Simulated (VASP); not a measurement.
Crystal: PbSe.

```
Pb Se
1.0
     0.00000    3.42320    3.42320
     3.42320    0.00000    3.42320
     3.42320    3.42320    0.00000
Pb Se
1 1
Direct
  0.00000 0.00000 0.00000
  0.25000 0.25000 0.25000
```

Base run:

```yaml
Program: VASP 6.6.1
Functional: PBE-based screened hybrid with 40 % exact exchange
Potentials_or_basis: VASP PAW PBE potentials, release 64 (Pb_d, Se)
Cutoff: 520 eV
k_mesh: 4 × 4 × 4
Occupations: gaussian, width 0.01 eV
Spin: no spin polarisation
```

Its results: band gap on the k mesh 0.89 eV (least direct gap 1.45 eV); pressure 0.0 GPa.

Task: The run is repeated on the same cell with these changes: functional from PBE-based screened hybrid with 40 % exact exchange to PBE-based global hybrid with 40 % exact exchange; further incar settings from ALGO = Normal; EDIFF = 1e-06; NBANDS = 17 to ALGO = Normal; EDIFF = 1e-07; NBANDS = 17. What comes out?

Result: Band gap on the k mesh 2.44 eV (least direct gap 3.09 eV); pressure -0.4 GPa.

Caveats: the structure was generated, so it needn't be the stable form of PbSe; the PAW data sets were made with another functional, which shifts forces and pressure a little; spin-orbit coupling is left out, which moves the levels of the heavy elements.

A k mesh can miss the band edges.
